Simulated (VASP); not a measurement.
# SnO (Pmn2_1) in VASP: further runs

Aim: see how the results for SnO move with the level of theory and the settings. Levels: PBE, PBE+D3(BJ), PBE+D4, LDA. Tasks: single point.

Program: VASP 6.6.1. These are calculated values, not measurements. Logs are shortened: lines on timing, memory, paths and dates and some standing lists are left out, and cuts for length are marked.

## 1. The cell of the first run

The structure is orthorhombic, space group Pmn2_1 (No. 31). The conventional cell has a = 3.303 Å, b = 5.758 Å, c = 4.001 Å, α = 90.00°, β = 90.00°, γ = 90.00°. Within 2.8 Å of Sn (site symmetry m) lie 3 O at 2.12 to 2.13 Å. Within 2.9 Å of O (site symmetry m) lie 3 Sn at 2.12 to 2.13 Å and 4 O at 2.87 Å.

## 2. Single point, PBE

INCAR

```
PREC = Accurate ; ENCUT = 910
EDIFF = 1E-6 ; ISMEAR = -1
SIGMA = 0.02 ; LREAL = False
LASPH = True ; NELM = 120
ALGO = Normal ; ISIF = 2
LWAVE = False ; LCHARG = True
GGA = PE ; LELF = True
LVHAR = True ; NBANDS = 28
GGA_COMPAT = False
```

KPOINTS

```
Automatic mesh
0
Gamma
  8 4 6
```

POSCAR

```
SnO
1.0
    3.3031148357      0.0000000000      0.0000000000
    0.0000000000      5.7577048997      0.0000000000
    0.0000000000      0.0000000000      4.0008071511
Sn O
2 2
Direct
    0.0000000000      0.2294420330      0.5172649307
    0.5000000000      0.7705579670      0.0172649307
    0.0000000000      0.8935339453      0.7327360693
    0.5000000000      0.1064660547      0.2327360693
```

Potentials or basis: VASP PAW PBE potentials, release 64 (Sn_d, O_h).

Started as:

```console
> cat potpaw_PBE.64/Sn_d/POTCAR potpaw_PBE.64/O_h/POTCAR > POTCAR
> mpirun -np 1 vasp_std > vasp.out
```

OUTCAR:

```text
PREC = Accurate
   ENCUT = 910
   EDIFF = 1E-6
   ISMEAR = -1
   LREAL = False
   LASPH = True
   NELM = 120
   ISIF = 2
   GGA = PE

 ion  position               nearest neighbor table
   1  0.000  0.229  0.517-   3 2.12   4 2.13   4 2.13   2 3.70   2 3.70   2 3.70   2 3.70
   2  0.500  0.771  0.017-   4 2.12   3 2.13   3 2.13   1 3.70   1 3.70   1 3.70   1 3.70
   3  0.000  0.894  0.733-   1 2.12   2 2.13   2 2.13
   4  0.500  0.106  0.233-   2 2.12   1 2.13   1 2.13

  LATTYP: Found a simple orthorhombic cell.
 ALAT       =     3.3031148357
 B/A-ratio  =     1.2112225430
 C/A-ratio  =     1.7431137536

  Lattice vectors:

 A1 = (  -3.3031148357,   0.0000000000,   0.0000000000)
 A2 = (   0.0000000000,   0.0000000000,   4.0008071511)
 A3 = (   0.0000000000,   5.7577048997,   0.0000000000)

Analysis of symmetry for initial positions (statically):
=====================================================================
 Subroutine PRICEL returns:
 Original cell was already a primitive cell.

 Routine SETGRP: Setting up the symmetry group for a
 simple orthorhombic supercell.

 Subroutine GETGRP returns: Found  4 space group operations
 (whereof  2 operations were pure point group operations)
 out of a pool of  8 trial point group operations.

The static configuration has the point symmetry C_1h.
 The point group associated with its full space group is C_2v.

Analysis of symmetry for dynamics (positions and initial velocities):
=====================================================================
 Subroutine PRICEL returns:
 Original cell was already a primitive cell.

 Routine SETGRP: Setting up the symmetry group for a
 simple orthorhombic supercell.

 Subroutine GETGRP returns: Found  4 space group operations
 (whereof  2 operations were pure point group operations)
 out of a pool of  8 trial point group operations.

The dynamic configuration has the point symmetry C_1h.
 The point group associated with its full space group is C_2v.

 Subroutine INISYM returns: Found  4 space group operations
 (whereof  2 operations are pure point group operations),
 and found     1 'primitive' translations

----------------------------------------------------------------------------------------

                                     Primitive cell

  volume of cell :      76.0888

  direct lattice vectors                    reciprocal lattice vectors
     3.303114836  0.000000000  0.000000000     0.302744546  0.000000000  0.000000000
     0.000000000  5.757704900  0.000000000     0.000000000  0.173680315  0.000000000
     0.000000000  0.000000000  4.000807151     0.000000000  0.000000000  0.249949563

  length of vectors
     3.303114836  5.757704900  4.000807151     0.302744546  0.173680315  0.249949563

  position of ions in fractional coordinates (direct lattice)
     0.000000000  0.229442033  0.517264931
     0.500000000  0.770557967  0.017264931
     0.000000000  0.893533945  0.732736069
     0.500000000  0.106466055  0.232736069

  ion indices of the primitive-cell ions
   primitive index   ion index
                 1           1
                 2           2
                 3           3
                 4           4

----------------------------------------------------------------------------------------

 KPOINTS: Automatic mesh

Automatic generation of k-mesh.
 Grid dimensions read from file:
 generate k-points for:    8    4    6

 Generating k-lattice:

  Cartesian coordinates                     Fractional coordinates (reciprocal lattice)
     0.037843068  0.000000000  0.000000000     0.125000000  0.000000000  0.000000000
     0.000000000  0.043420079  0.000000000     0.000000000  0.250000000  0.000000000
     0.000000000  0.000000000  0.041658261     0.000000000  0.000000000  0.166666667

  Length of vectors
     0.037843068  0.043420079  0.041658261

  Shift w.r.t. Gamma in fractional coordinates (k-lattice)
     0.000000000  0.000000000  0.000000000

 Subroutine IBZKPT returns following result:
 ===========================================

 Found     60 irreducible k-points:

 Following reciprocal coordinates:
            Coordinates               Weight
  0.000000  0.000000  0.000000      1.000000
  0.125000  0.000000  0.000000      2.000000
  0.250000  0.000000  0.000000      2.000000
  0.375000  0.000000  0.000000      2.000000
  0.500000  0.000000  0.000000      1.000000
  0.000000  0.250000  0.000000      2.000000
[... 16 lines left out ...]
  0.250000  0.250000  0.166667      8.000000
  0.375000  0.250000  0.166667      8.000000
 [... further k-points ...]
   k-points           NKPTS =     60   k-points in BZ     NKDIM =     60   number of bands    NBANDS=     28
   number of dos      NEDOS =    301   number of ions     NIONS =      4
   total plane-waves  NPLWV =  76800
   dimension x,y,z NGX =    32 NGY =   60 NGZ =   40
   dimension x,y,z NGXF=    64 NGYF=  120 NGZF=   80
   ions per type =               2   2
   NGX,Y,Z   is equivalent  to a cutoff of  16.11, 17.32, 16.62 a.u.
   NGXF,Y,Z  is equivalent  to a cutoff of  32.21, 34.65, 33.24 a.u.
 SYSTEM =  unknown system
   PREC   = accura    normal or accurate (medium, high low for compatibility)
   ISTART =      0    job   : 0-new  1-cont  2-samecut
   ICHARG =      2    charge: 1-file 2-atom 10-const
   ISPIN  =      1    spin polarized calculation?
   LNONCOLLINEAR =      F non collinear calculations
   LSORBIT =      F    spin-orbit coupling
   LASPH  =      T    aspherical Exc in radial PAW
   ENCUT  =  910.0 eV  66.88 Ry    8.18 a.u.   8.12 14.16  9.84*2*pi/ulx,y,z
   NELM   =    120;   NELMIN=  2; NELMDL= -5     # of ELM steps
   EDIFF  = 0.1E-05   stopping-criterion for ELM
   LREAL  =      F    real-space projection
   EDIFFG = 0.1E-04   stopping-criterion for IOM
   NSW    =      0    number of steps for IOM
   IBRION =     -1    ionic relax: 0-MD 1-quasi-New 2-CG
   NFREE  =      0    steps in history (QN), initial steepest desc. (CG)
   ISIF   =      2    stress and relaxation
   ISYM   =      2    0-nonsym 1-usesym 2-fastsym
   POTIM  = 0.5000    time-step for ionic-motion
   TEBEG  =    0.0;   TEEND  =   0.0 temperature during run
   PSTRESS=    0.0 pullay stress
   NELECT =      40.0000    total number of electrons
   NUPDOWN=      -1.0000    fix difference up-down
   EMIN   =  10.00;   EMAX   =-10.00  energy-range for DOS
   EFERMI =   0.00;   METHOD = LEGACY
   ISMEAR =    -1;   SIGMA  =   0.02  broadening in eV -4-tet -1-fermi 0-gaus
   EFERMI_NEDOS =   21; number of points for ismear=-14 and -15
   IALGO  =     38    algorithm
   IMIX   =      4    mixing-type and parameters
     AMIX     =   0.40;   BMIX     =  1.00
     AMIX_MAG =   1.60;   BMIX_MAG =  1.00
  volume/ion in A,a.u.               =      19.02       128.37
  Fermi-wavevector in a.u.,A,eV,Ry     =   1.321259  2.496817 23.752032  1.745725
  Thomas-Fermi vector in A             =   2.451026
   LORBIT       =      0    0 simple, 1 ext, 2 COOP (PROOUT), +10 PAW based schemes
   GGA     = PE    functional components
   LHFCALC =     F    Hartree Fock is set to
   AEXX    =    0.0000 exact exchange contribution
   IVDW    =     0    specifies the selected vdW correction
   LEPSILON=     F    determine dielectric tensor
   LRPA    =     F    only Hartree local field effects (RPA)
 non-spin polarized calculation
  energy-cutoff  :      910.00
  volume of cell :       76.09
 maximum number of plane-waves:      4784
   NGX = 17   NGY = 29   NGZ = 19

 number of electron      40.0000003 magnetization

 Free energy of the ion-electron system (eV)
  ---------------------------------------------------
  ext. energy  EPLUGINS =         0.00000000
  ---------------------------------------------------
  free energy    TOTEN  =       -22.39131237 eV

  energy without entropy =      -22.39131237  energy(sigma->0) =      -22.39131237

 E-fermi :   6.1666     XC(G=0):  -9.8125

 val. band max:        5.6739351537   @ k =   0.0000   0.0000   0.0000
 cond. band min:       7.0858202947   @ k =   0.3750   0.5000   0.0000
 fundamental gap:      1.4118851410
 Fermi energy:         6.1665981750

 k-point     1 :       0.0000    0.0000    0.0000
  band No.  band energies     occupation
      1     -15.6905      2.00000
      2     -15.3015      2.00000
      3     -15.2010      2.00000
      4     -15.1629      2.00000
      5     -15.1338      2.00000
      6     -15.1106      2.00000
[... 20 lines left out ...]
     27      14.6348      0.00000
     28      15.4605      0.00000

 k-point     2 :       0.1250    0.0000    0.0000
  band No.  band energies     occupation
      1     -15.6836      2.00000
      2     -15.2960      2.00000
      3     -15.2100      2.00000
      4     -15.1903      2.00000
      5     -15.1429      2.00000
      6     -15.1083      2.00000
[... 20 lines left out ...]
     27      14.7120      0.00000
     28      15.5400      0.00000

 k-point     3 :       0.2500    0.0000    0.0000
  band No.  band energies     occupation
      1     -15.6769      2.00000
      2     -15.4167      2.00000
      3     -15.1812      2.00000
      4     -15.1657      2.00000
      5     -15.1511      2.00000
      6     -15.1134      2.00000
[... 20 lines left out ...]
     27      14.4501      0.00000
     28      15.6695      0.00000

 k-point     4 :       0.3750    0.0000    0.0000
  band No.  band energies     occupation
      1     -15.6753      2.00000
      2     -15.5600      2.00000
      3     -15.1582      2.00000
      4     -15.1429      2.00000
      5     -15.1285      2.00000
      6     -15.1161      2.00000
[... 578 lines left out ...]
     27      15.3985      0.00000
     28      16.1035      0.00000

 k-point    23 :       0.2500    0.2500    0.1667
  band No.  band energies     occupation
      1     -15.6689      2.00000
      2     -15.4492      2.00000
      3     -15.1830      2.00000
      4     -15.1657      2.00000
      5     -15.1449      2.00000
      6     -15.1195      2.00000
[... 20 lines left out ...]
     27      15.3916      0.00000
     28      16.1700      0.00000

 k-point    24 :       0.3750    0.2500    0.1667
  band No.  band energies     occupation
      1     -15.6779      2.00000
      2     -15.5796      2.00000
      3     -15.1629      2.00000
      4     -15.1546      2.00000
      5     -15.1196      2.00000
      6     -15.1110      2.00000
[... 20 lines left out ...]
     27      14.8756      0.00000
     28      16.0553      0.00000

 [... further k-points ...]
[... 5 lines left out ...]
  --------------------------------------------------------------------------------------
  -------------------------------------------------------------------------------------
  Total        2.5652203      2.0546296      1.9561940      0.0000000      0.0000000      0.0000000
  in kB       54.0150224     43.2636764     41.1909497      0.0000000      0.0000000      0.0000000
  external PRESSURE =      46.1565495 kB  Pullay stress =       0.0000000 kB

 VOLUME and BASIS-vectors are now :
 -----------------------------------------------------------------------------
  energy-cutoff  :      910.00
  volume of cell :       76.09
      direct lattice vectors                 reciprocal lattice vectors
     3.303114836  0.000000000  0.000000000     0.302744546  0.000000000  0.000000000
     0.000000000  5.757704900  0.000000000     0.000000000  0.173680315  0.000000000
     0.000000000  0.000000000  4.000807151     0.000000000  0.000000000  0.249949563

 POSITION                                       TOTAL-FORCE (eV/Angst)
 -----------------------------------------------------------------------------------
      0.00000      1.32106      2.06948         0.000000      0.578117      0.202155
      1.65156      4.43665      0.06907         0.000000     -0.578117      0.202155
      0.00000      5.14470      2.93154         0.000000     -0.130567     -0.202155
      1.65156      0.61300      0.93113         0.000000      0.130567     -0.202155
 -----------------------------------------------------------------------------------
    total drift:                                0.000000     -0.000000      0.001786

  FREE ENERGIE OF THE ION-ELECTRON SYSTEM (eV)
  ---------------------------------------------------
  free  energy   TOTEN  =       -22.3913123686 eV

  energy  without entropy=      -22.3913123686  energy(sigma->0) =      -22.39131237
```

Wall time 3.3 min (1 thread of AMD EPYC 7R43 (Zen 3), shared host); peak memory 0.37 GiB.

What came out:

```
Free energy            : -22.3913 eV
Pressure               : 4.6 GPa
Largest force          : 0.612 eV/Å
Band gap on the k mesh : 1.41 eV (least direct gap 2.10 eV)
```

Forces on the atoms (eV/Å):
```
Sn   0.000  0.578  0.202
Sn   0.000 -0.578  0.202
O    0.000 -0.131 -0.202
O    0.000  0.131 -0.202
```

Stress tensor (GPa, compression positive):
```
5.40 0.00 0.00
0.00 4.33 0.00
0.00 0.00 4.12
```

Caveat: the cutoff is under 1.25 times the usual one of these potentials, so pressure, stress and relaxed cells hold a basis-set (Pulay) error; the cell stands under pressure; spin-orbit coupling is left out, which moves the levels of the heavy elements. A k mesh can miss the band edges.

(Part 1 of 2 ends here.)
